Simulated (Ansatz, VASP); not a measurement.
## One calculation of SnO2, two programs

The input INCAR:

```
SYSTEM = SnO2
PREC = Accurate ; ENCUT = 520
EDIFF = 1E-6 ; ISMEAR = 0
SIGMA = 0.05 ; LREAL = .False.
LASPH = .True. ; NELM = 100
ALGO = Normal ; ISIF = 2
LWAVE = .False. ; LCHARG = .False.
NBANDS = 35
```

KPOINTS

```
regular mesh
0
Gamma
  10 10 10
  0 0 0
```

The input POSCAR:

```
SnO2
1.0
   -1.9861130355      1.9861130355      5.0901677926
    1.9861130355     -1.9861130355      5.0901677926
    1.9861130355      1.9861130355     -5.0901677926
Sn O
2 4
Direct
    0.7500000000      0.2500000000      0.5000000000
    0.0000000000      0.0000000000      0.0000000000
    0.7969975836      0.7969975836      0.0000000000
    0.9530024164      0.4530024164      0.5000000000
    0.2030024164      0.2030024164      0.0000000000
    0.5469975836      0.0469975836      0.5000000000
```

Input for Ansatz:

```yaml
crystal:
  lattice:
    - [-1.9861130355, 1.9861130355, 5.0901677926]
    - [1.9861130355, -1.9861130355, 5.0901677926]
    - [1.9861130355, 1.9861130355, -5.0901677926]
  atoms:
    - { symbol: Sn, position: [0.75, 0.25, 0.5] }
    - { symbol: Sn, position: [0.0, 0.0, 0.0] }
    - { symbol: O, position: [0.7969975836, 0.7969975836, 0.0] }
    - { symbol: O, position: [0.9530024164, 0.4530024164, 0.5] }
    - { symbol: O, position: [0.2030024164, 0.2030024164, 0.0] }
    - { symbol: O, position: [0.5469975836, 0.0469975836, 0.5] }
basis:
  ecutwfc: 420
kpoints:
  mp_grid: { grid: [10, 10, 10] }
hamiltonian:
  xc: lda
scf:
  occupations: { method: gaussian, width: 0.05 }
output:
  forces: true
  stress: true
  eigenvalues: true
```

Alike in both runs: task single point; functional LDA; k mesh 10 × 10 × 10; occupations gaussian, width 0.05 eV; no spin polarisation.

```csv
,VASP,Ansatz
version,VASP 6.6.1,Ansatz 0.2.0
potentials or method,"VASP PAW LDA potentials, release 64 (Sn_d, O), cutoff 520 eV","scalar-relativistic, plane waves, PAW"
valence electrons in the cell,52,52
```

|  | VASP | Ansatz | Ansatz less VASP |
| --- | --- | --- | --- |
| gap on the k mesh at the Fermi level (eV) | 1.77 | 1.73 | -0.031 |
| least direct gap on the mesh (eV) | 2.16 | 2.13 | -0.032 |
| pressure (GPa) | 0.9 | 0.0 | -0.93 |
| traceless stress, the component that is largest in VASP (GPa) | 0.24 | 0.00 | -0.239 |
| rms of the force components (eV/Å) | 0.018 | 0.000 | -0.0179 |

LDA's correlation is that of Perdew and Zunger in VASP and of Perdew and Wang (1992) in Ansatz. Atom by atom the forces differ by 0.018 eV/Å (rms over components).
